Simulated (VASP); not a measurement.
# SrTlBr3 in VASP: notebook

SrTlBr3 is run at these levels: PBE, r2SCAN; tasks: single point.

All numbers are computed with VASP 6.6.1; they aren't measurements. Logs are shortened: lines on timing, memory, paths and dates and some standing lists are left out, and cuts for length are marked.

**1. The cell of the first run**

It takes space group Pm-3m (No. 221, cubic). The conventional cell has a = 5.992 Å, b = 5.992 Å, c = 5.992 Å, α = 90.00°, β = 90.00°, γ = 90.00°. Within 5.6 Å of Tl (site symmetry m-3m) lie 12 Br at 4.24 Å and 8 Sr at 5.19 Å. Within 3.9 Å of Sr (site symmetry m-3m) lie 6 Br at 3.00 Å. Br (site symmetry 4/mmm) has 2 Sr at 3.00 Å within 3.9 Å.

**2. Single point, PBE (strain +1.5%)**

INCAR

```
SYSTEM = SrTlBr3
ALGO = Normal
EDIFF = 1E-6
ENCUT = 520
GGA = PE
ISIF = 2
ISMEAR = -1
LASPH = .TRUE.
LCHARG = .FALSE.
LREAL = .FALSE.
LWAVE = .FALSE.
NBANDS = 30
NELM = 100
PREC = Accurate
SIGMA = 0.02
```

KPOINTS

```
k-points
0
G
  4 4 4
  0 0 0
```

POSCAR

```
SrTlBr3
1.0
    5.9919529718      0.0000000000      0.0000000000
    0.0000000000      5.9919529718      0.0000000000
    0.0000000000      0.0000000000      5.9919529718
Tl Sr Br
1 1 3
Direct
    0.0000000000      0.0000000000      0.0000000000
    0.5000000000      0.5000000000      0.5000000000
    0.5000000000      0.5000000000      0.0000000000
    0.5000000000      0.0000000000      0.5000000000
    0.0000000000      0.5000000000      0.5000000000
```

Potentials or basis: VASP PAW PBE potentials, release 64 (Tl_d, Sr_sv, Br).

The run is started by

```bash
cat potpaw_PBE.64/Tl_d/POTCAR potpaw_PBE.64/Sr_sv/POTCAR potpaw_PBE.64/Br/POTCAR > POTCAR
mpirun -np 1 vasp_std > vasp.out
```

OUTCAR:

```text
SYSTEM = SrTlBr3
   EDIFF = 1E-6
   ENCUT = 520
   GGA = PE
   ISIF = 2
   ISMEAR = -1
   LASPH = .TRUE.
   LREAL = .FALSE.
   NELM = 100
   PREC = Accurate

 ion  position               nearest neighbor table
   1  0.000  0.000  0.000-
   2  0.500  0.500  0.500-   3 3.00   4 3.00   5 3.00   3 3.00   4 3.00   5 3.00
   3  0.500  0.500  0.000-   2 3.00   2 3.00
   4  0.500  0.000  0.500-   2 3.00   2 3.00
   5  0.000  0.500  0.500-   2 3.00   2 3.00

  LATTYP: Found a simple cubic cell.
 ALAT       =     5.9919529718

  Lattice vectors:

 A1 = (   5.9919529718,   0.0000000000,   0.0000000000)
 A2 = (   0.0000000000,   5.9919529718,   0.0000000000)
 A3 = (   0.0000000000,   0.0000000000,   5.9919529718)

Analysis of symmetry for initial positions (statically):
=====================================================================
 Subroutine PRICEL returns:
 Original cell was already a primitive cell.

 Routine SETGRP: Setting up the symmetry group for a
 simple cubic supercell.

 Subroutine GETGRP returns: Found 48 space group operations
 (whereof 48 operations were pure point group operations)
 out of a pool of 48 trial point group operations.

The static configuration has the point symmetry O_h .

Analysis of symmetry for dynamics (positions and initial velocities):
=====================================================================
 Subroutine PRICEL returns:
 Original cell was already a primitive cell.

 Routine SETGRP: Setting up the symmetry group for a
 simple cubic supercell.

 Subroutine GETGRP returns: Found 48 space group operations
 (whereof 48 operations were pure point group operations)
 out of a pool of 48 trial point group operations.

The dynamic configuration has the point symmetry O_h .

 Subroutine INISYM returns: Found 48 space group operations
 (whereof 48 operations are pure point group operations),
 and found     1 'primitive' translations

----------------------------------------------------------------------------------------

                                     Primitive cell

  volume of cell :     215.1321

  direct lattice vectors                    reciprocal lattice vectors
     5.991952972  0.000000000  0.000000000     0.166890495  0.000000000  0.000000000
     0.000000000  5.991952972  0.000000000     0.000000000  0.166890495  0.000000000
     0.000000000  0.000000000  5.991952972     0.000000000  0.000000000  0.166890495

  length of vectors
     5.991952972  5.991952972  5.991952972     0.166890495  0.166890495  0.166890495

  position of ions in fractional coordinates (direct lattice)
     0.000000000  0.000000000  0.000000000
     0.500000000  0.500000000  0.500000000
     0.500000000  0.500000000  0.000000000
     0.500000000  0.000000000  0.500000000
     0.000000000  0.500000000  0.500000000

  ion indices of the primitive-cell ions
   primitive index   ion index
                 1           1
                 2           2
                 3           3
                 4           4
                 5           5

----------------------------------------------------------------------------------------

 KPOINTS: k-points

Automatic generation of k-mesh.
 Grid dimensions read from file:
 generate k-points for:    4    4    4

 Generating k-lattice:

  Cartesian coordinates                     Fractional coordinates (reciprocal lattice)
     0.041722624  0.000000000  0.000000000     0.250000000  0.000000000  0.000000000
     0.000000000  0.041722624  0.000000000     0.000000000  0.250000000  0.000000000
     0.000000000  0.000000000  0.041722624     0.000000000  0.000000000  0.250000000

  Length of vectors
     0.041722624  0.041722624  0.041722624

  Shift w.r.t. Gamma in fractional coordinates (k-lattice)
     0.000000000  0.000000000  0.000000000

 Subroutine IBZKPT returns following result:
 ===========================================

 Found     10 irreducible k-points:

 Following reciprocal coordinates:
            Coordinates               Weight
  0.000000  0.000000  0.000000      1.000000
  0.250000  0.000000  0.000000      6.000000
  0.500000  0.000000  0.000000      3.000000
  0.250000  0.250000  0.000000     12.000000
  0.500000  0.250000  0.000000     12.000000
  0.500000  0.500000  0.000000      3.000000
  0.250000  0.250000  0.250000      8.000000
  0.500000  0.250000  0.250000     12.000000
  0.500000  0.500000  0.250000      6.000000
  0.500000  0.500000  0.500000      1.000000
   k-points           NKPTS =     10   k-points in BZ     NKDIM =     10   number of bands    NBANDS=     30
   number of dos      NEDOS =    301   number of ions     NIONS =      5
   total plane-waves  NPLWV = 110592
   dimension x,y,z NGX =    48 NGY =   48 NGZ =   48
   dimension x,y,z NGXF=    96 NGYF=   96 NGZF=   96
   ions per type =               1   1   3
   NGX,Y,Z   is equivalent  to a cutoff of  13.32, 13.32, 13.32 a.u.
   NGXF,Y,Z  is equivalent  to a cutoff of  26.64, 26.64, 26.64 a.u.
 SYSTEM =  SrTlBr3
   PREC   = accura    normal or accurate (medium, high low for compatibility)
   ISTART =      0    job   : 0-new  1-cont  2-samecut
   ICHARG =      2    charge: 1-file 2-atom 10-const
   ISPIN  =      1    spin polarized calculation?
   LNONCOLLINEAR =      F non collinear calculations
   LSORBIT =      F    spin-orbit coupling
   LASPH  =      T    aspherical Exc in radial PAW
   ENCUT  =  520.0 eV  38.22 Ry    6.18 a.u.  11.14 11.14 11.14*2*pi/ulx,y,z
   NELM   =    100;   NELMIN=  2; NELMDL= -5     # of ELM steps
   EDIFF  = 0.1E-05   stopping-criterion for ELM
   LREAL  =      F    real-space projection
   EDIFFG = 0.1E-04   stopping-criterion for IOM
   NSW    =      0    number of steps for IOM
   IBRION =     -1    ionic relax: 0-MD 1-quasi-New 2-CG
   NFREE  =      0    steps in history (QN), initial steepest desc. (CG)
   ISIF   =      2    stress and relaxation
   ISYM   =      2    0-nonsym 1-usesym 2-fastsym
   POTIM  = 0.5000    time-step for ionic-motion
   TEBEG  =    0.0;   TEEND  =   0.0 temperature during run
   PSTRESS=    0.0 pullay stress
   NELECT =      44.0000    total number of electrons
   NUPDOWN=      -1.0000    fix difference up-down
   EMIN   =  10.00;   EMAX   =-10.00  energy-range for DOS
   EFERMI =   0.00;   METHOD = LEGACY
   ISMEAR =    -1;   SIGMA  =   0.02  broadening in eV -4-tet -1-fermi 0-gaus
   EFERMI_NEDOS =   21; number of points for ismear=-14 and -15
   IALGO  =     38    algorithm
   IMIX   =      4    mixing-type and parameters
     AMIX     =   0.40;   BMIX     =  1.00
     AMIX_MAG =   1.60;   BMIX_MAG =  1.00
  volume/ion in A,a.u.               =      43.03       290.36
  Fermi-wavevector in a.u.,A,eV,Ry     =   0.964548  1.822732 12.658228  0.930353
  Thomas-Fermi vector in A             =   2.094189
   LORBIT       =      0    0 simple, 1 ext, 2 COOP (PROOUT), +10 PAW based schemes
   GGA     = PE    functional components
   LHFCALC =     F    Hartree Fock is set to
   AEXX    =    0.0000 exact exchange contribution
   IVDW    =     0    specifies the selected vdW correction
   LEPSILON=     F    determine dielectric tensor
   LRPA    =     F    only Hartree local field effects (RPA)
 non-spin polarized calculation
  energy-cutoff  :      520.00
  volume of cell :      215.13
 maximum number of plane-waves:      5832
 NGX is ok and might be reduce to    48
   NGX = 23   NGY = 23   NGZ = 23

 number of electron      43.9999994 magnetization

 Free energy of the ion-electron system (eV)
  ---------------------------------------------------
  ext. energy  EPLUGINS =         0.00000000
  ---------------------------------------------------
  free energy    TOTEN  =       -16.46501399 eV

  energy without entropy =      -16.46501399  energy(sigma->0) =      -16.46501399

 E-fermi :  -0.4160     XC(G=0):  -7.1986

 val. band max:       -0.9707482724   @ k =   0.5000   0.5000   0.5000
 cond. band min:       2.1580688818   @ k =   0.5000   0.0000   0.0000
 fundamental gap:      3.1288171542
 Fermi energy:        -0.4159643768

 k-point     1 :       0.0000    0.0000    0.0000
  band No.  band energies     occupation
      1     -34.0539      2.00000
      2     -16.1299      2.00000
      3     -16.1299      2.00000
      4     -16.1299      2.00000
      5     -13.7056      2.00000
      6     -13.5180      2.00000
[... 22 lines left out ...]
     29       4.5255      0.00000
     30       5.7471      0.00000

 k-point     2 :       0.2500    0.0000    0.0000
  band No.  band energies     occupation
      1     -34.0538      2.00000
      2     -16.1946      2.00000
      3     -16.1295      2.00000
      4     -16.1295      2.00000
      5     -13.6610      2.00000
      6     -13.5171      2.00000
[... 22 lines left out ...]
     29       5.2543      0.00000
     30       5.9002      0.00000

 k-point     3 :       0.5000    0.0000    0.0000
  band No.  band energies     occupation
      1     -34.0537      2.00000
      2     -16.2546      2.00000
      3     -16.1292      2.00000
      4     -16.1292      2.00000
      5     -13.6413      2.00000
      6     -13.5161      2.00000
[... 22 lines left out ...]
     29       5.6597      0.00000
     30       5.9577      0.00000

 k-point     4 :       0.2500    0.2500    0.0000
  band No.  band energies     occupation
      1     -34.0537      2.00000
      2     -16.1947      2.00000
      3     -16.1937      2.00000
      4     -16.1292      2.00000
      5     -13.6099      2.00000
      6     -13.4499      2.00000
[... 154 lines left out ...]
     29       6.5218      0.00000
     30       6.6595      0.00000

 k-point     9 :       0.5000    0.5000    0.2500
  band No.  band energies     occupation
      1     -34.0535      2.00000
      2     -16.2533      2.00000
      3     -16.2533      2.00000
      4     -16.1931      2.00000
      5     -13.4477      2.00000
      6     -13.3194      2.00000
[... 22 lines left out ...]
     29       6.5046      0.00000
     30       7.0433      0.00000

 k-point    10 :       0.5000    0.5000    0.5000
  band No.  band energies     occupation
      1     -34.0534      2.00000
      2     -16.2529      2.00000
      3     -16.2529      2.00000
      4     -16.2529      2.00000
      5     -13.3191      2.00000
      6     -13.3191      2.00000
[... 22 lines left out ...]
     29       6.5551      0.00000
     30       6.5551      0.00000

------------------------ aborting loop because EDIFF is reached ----------------------------------------

  FORCE on cell =-STRESS in cart. coord.  units (eV):
  Direction    XX          YY          ZZ          XY          YZ          ZX
  --------------------------------------------------------------------------------------
  -------------------------------------------------------------------------------------
  Total       -0.2450135     -0.2450135     -0.2450135     -0.0000000      0.0000000     -0.0000000
  in kB       -1.8247166     -1.8247166     -1.8247166     -0.0000000      0.0000000     -0.0000000
  external PRESSURE =      -1.8247166 kB  Pullay stress =       0.0000000 kB

 VOLUME and BASIS-vectors are now :
 -----------------------------------------------------------------------------
  energy-cutoff  :      520.00
  volume of cell :      215.13
      direct lattice vectors                 reciprocal lattice vectors
     5.991952972  0.000000000  0.000000000     0.166890495  0.000000000  0.000000000
     0.000000000  5.991952972  0.000000000     0.000000000  0.166890495  0.000000000
     0.000000000  0.000000000  5.991952972     0.000000000  0.000000000  0.166890495

 POSITION                                       TOTAL-FORCE (eV/Angst)
 -----------------------------------------------------------------------------------
      0.00000      0.00000      0.00000         0.000000      0.000000      0.000000
      2.99598      2.99598      2.99598         0.000000      0.000000      0.000000
      2.99598      2.99598      0.00000         0.000000      0.000000      0.000000
      2.99598      0.00000      2.99598         0.000000      0.000000      0.000000
      0.00000      2.99598      2.99598         0.000000      0.000000      0.000000
 -----------------------------------------------------------------------------------
    total drift:                                0.000000     -0.000000     -0.000000

  FREE ENERGIE OF THE ION-ELECTRON SYSTEM (eV)
  ---------------------------------------------------
  free  energy   TOTEN  =       -16.4650139887 eV

  energy  without entropy=      -16.4650139887  energy(sigma->0) =      -16.46501399
```

Wall time 35 s (1 thread of AMD EPYC 9R45 (Zen 5), shared host); peak memory 0.32 GiB.

Results:

```
Free energy            : -16.4650 eV
Pressure               : -0.2 GPa
Band gap on the k mesh : 3.13 eV (least direct gap 3.44 eV)
```

Caveat: the cell differs from its parent crystal (strain +1.5%); spin-orbit coupling is left out, which moves the levels of the heavy elements. A k mesh can miss the band edges.

**3. Single point, r2SCAN**

This run uses another cell than the first one, of 41.15 Å³/atom.

POSCAR, as its differences from that of step 2:

```diff
@@ -2,5 +2,5 @@
 1.0
-    5.9919529718      0.0000000000      0.0000000000
-    0.0000000000      5.9919529718      0.0000000000
-    0.0000000000      0.0000000000      5.9919529718
+    5.9034019427      0.0000000000      0.0000000000
+    0.0000000000      5.9034019427      0.0000000000
+    0.0000000000      0.0000000000      5.9034019427
 Tl Sr Br
```

INCAR.step1

```
PREC = Accurate ; ENCUT = 520
ISMEAR = 0 ; SIGMA = 0.01
LREAL = F ; LASPH = T
NELM = 100 ; NBANDS = 30
GGA = PE ; ALGO = Normal
EDIFF = 1E-4 ; LWAVE = T
LCHARG = F
```

INCAR.step2

```
PREC = Accurate ; ENCUT = 520
EDIFF = 1E-6 ; ISMEAR = 0
SIGMA = 0.01 ; LREAL = F
LASPH = T ; NELM = 100
ALGO = Normal ; ISIF = 2
LWAVE = F ; LCHARG = F
METAGGA = R2SCAN ; LMIXTAU = T
NBANDS = 30 ; ISTART = 1
```

KPOINTS

```
Automatic mesh
0
Gamma
  4 4 4
```

Potentials or basis: VASP PAW PBE potentials, release 64 (Tl_d, Sr_sv, Br).

The run is started by

```bash
cat potpaw_PBE.64/Tl_d/POTCAR potpaw_PBE.64/Sr_sv/POTCAR potpaw_PBE.64/Br/POTCAR > POTCAR
cp INCAR.step1 INCAR
mpirun -np 1 vasp_std > vasp.out
cp INCAR.step2 INCAR
mpirun -np 1 vasp_std > vasp.out
```

OUTCAR:

```text
PREC = Accurate
   ENCUT = 520
   EDIFF = 1E-6
   ISMEAR = 0
   LREAL = F
   LASPH = T
   NELM = 100
   ISIF = 2
   METAGGA = R2SCAN
   ISTART = 1

 ion  position               nearest neighbor table
   1  0.000  0.000  0.000-
   2  0.500  0.500  0.500-   3 2.95   4 2.95   5 2.95   3 2.95   4 2.95   5 2.95
   3  0.500  0.500  0.000-   2 2.95   2 2.95
   4  0.500  0.000  0.500-   2 2.95   2 2.95
   5  0.000  0.500  0.500-   2 2.95   2 2.95

  LATTYP: Found a simple cubic cell.
 ALAT       =     5.9034019427

  Lattice vectors:

 A1 = (   5.9034019427,   0.0000000000,   0.0000000000)
 A2 = (   0.0000000000,   5.9034019427,   0.0000000000)
 A3 = (   0.0000000000,   0.0000000000,   5.9034019427)

Analysis of symmetry for initial positions (statically):
=====================================================================
 Subroutine PRICEL returns:
 Original cell was already a primitive cell.

 Routine SETGRP: Setting up the symmetry group for a
 simple cubic supercell.

[... 156 lines left out ...]
  energy without entropy =     -116.64925095  energy(sigma->0) =     -116.64925095

 E-fermi :  -1.0460     XC(G=0):  -7.7678

 val. band max:       -1.1452578009   @ k =   0.5000   0.5000   0.5000
 cond. band min:       2.4694532695   @ k =   0.5000   0.0000   0.0000
 fundamental gap:      3.6147110704
 Fermi energy:        -1.0460318135

 k-point     1 :       0.0000    0.0000    0.0000
  band No.  band energies     occupation
      1     -35.1288      2.00000
      2     -16.6150      2.00000
      3     -16.6150      2.00000
      4     -16.6150      2.00000
      5     -14.4004      2.00000
      6     -14.1812      2.00000
[... 319 lines left out ...]
     29       7.2293      0.00000
     30       7.2293      0.00000

------------------------ aborting loop because EDIFF is reached ----------------------------------------

  FORCE on cell =-STRESS in cart. coord.  units (eV):
  Direction    XX          YY          ZZ          XY          YZ          ZX
  --------------------------------------------------------------------------------------
  -------------------------------------------------------------------------------------
  Total        0.0723747      0.0723747      0.0723747      0.0000000      0.0000000      0.0000000
  in kB        0.5636249      0.5636249      0.5636249      0.0000000      0.0000000      0.0000000
  external PRESSURE =       0.5636249 kB  Pullay stress =       0.0000000 kB

 VOLUME and BASIS-vectors are now :
 -----------------------------------------------------------------------------
  energy-cutoff  :      520.00
  volume of cell :      205.73
      direct lattice vectors                 reciprocal lattice vectors
     5.903401943  0.000000000  0.000000000     0.169393853  0.000000000  0.000000000
     0.000000000  5.903401943  0.000000000     0.000000000  0.169393853  0.000000000
     0.000000000  0.000000000  5.903401943     0.000000000  0.000000000  0.169393853

 POSITION                                       TOTAL-FORCE (eV/Angst)
 -----------------------------------------------------------------------------------
      0.00000      0.00000      0.00000         0.000000      0.000000      0.000000
      2.95170      2.95170      2.95170         0.000000      0.000000      0.000000
      2.95170      2.95170      0.00000         0.000000      0.000000      0.000000
      2.95170      0.00000      2.95170         0.000000      0.000000      0.000000
      0.00000      2.95170      2.95170         0.000000      0.000000      0.000000
 -----------------------------------------------------------------------------------
    total drift:                                0.000000     -0.000000     -0.000000

  FREE ENERGIE OF THE ION-ELECTRON SYSTEM (eV)
  ---------------------------------------------------
  free  energy   TOTEN  =      -116.6492509510 eV

  energy  without entropy=     -116.6492509510  energy(sigma->0) =     -116.64925095
```

OUTCAR.step1:

```text
PREC = Accurate
   ENCUT = 520
   ISMEAR = 0
   LREAL = F
[... 546 lines left out ...]
      2.95170      2.95170      2.95170         0.000000      0.000000      0.000000
      2.95170      2.95170      0.00000         0.000000      0.000000      0.000000
      2.95170      0.00000      2.95170         0.000000      0.000000      0.000000
      0.00000      2.95170      2.95170         0.000000      0.000000      0.000000
 -----------------------------------------------------------------------------------
    total drift:                                0.000000     -0.000000     -0.000000

  FREE ENERGIE OF THE ION-ELECTRON SYSTEM (eV)
  ---------------------------------------------------
  free  energy   TOTEN  =       -16.4518002347 eV

  energy  without entropy=      -16.4518002347  energy(sigma->0) =      -16.45180023
```

OSZICAR.step1:

```text
N       E                     dE             d eps       ncg     rms          rms(c)
DAV:   1     0.283782499663E+03    0.28378E+03   -0.19404E+04   608   0.123E+03
DAV:   2     0.614841653532E+01   -0.27763E+03   -0.27022E+03   776   0.262E+02
DAV:   3    -0.169034651308E+02   -0.23052E+02   -0.22960E+02   858   0.676E+01
DAV:   4    -0.175538237071E+02   -0.65036E+00   -0.64810E+00   894   0.101E+01
DAV:   5    -0.175701005535E+02   -0.16277E-01   -0.16276E-01   796   0.103E+00    0.187E+01
DAV:   6    -0.167554063453E+02    0.81469E+00   -0.10560E+00   700   0.399E+00    0.113E+01
DAV:   7    -0.164671377822E+02    0.28827E+00   -0.14435E+00   676   0.419E+00    0.123E+00
DAV:   8    -0.164533915291E+02    0.13746E-01   -0.21176E-01   730   0.167E+00    0.307E-01
DAV:   9    -0.164513902238E+02    0.20013E-02   -0.10049E-02   750   0.430E-01    0.284E-01
DAV:  10    -0.164517028086E+02   -0.31258E-03   -0.22242E-03   740   0.193E-01    0.897E-02
DAV:  11    -0.164517565611E+02   -0.53752E-04   -0.12987E-03   702   0.151E-01    0.332E-02
DAV:  12    -0.164518002347E+02   -0.43674E-04   -0.19302E-04   654   0.521E-02
   1 F= -.16451800E+02 E0= -.16451800E+02  d E =-.172347E-60
```

Run time: 2.3 min. Hardware: 1 thread of AMD EPYC 9R45 (Zen 5), shared host; peak memory 0.37 GiB.

Results:

- Free energy: -116.6493 eV
- Pressure: 0.1 GPa
- Band gap on the k mesh: 3.61 eV (least direct gap 3.94 eV)

Caveat: the PAW data sets were made with another functional, which shifts forces and pressure a little; spin-orbit coupling is left out, which moves the levels of the heavy elements.

(Continued in part 2 of 2.)
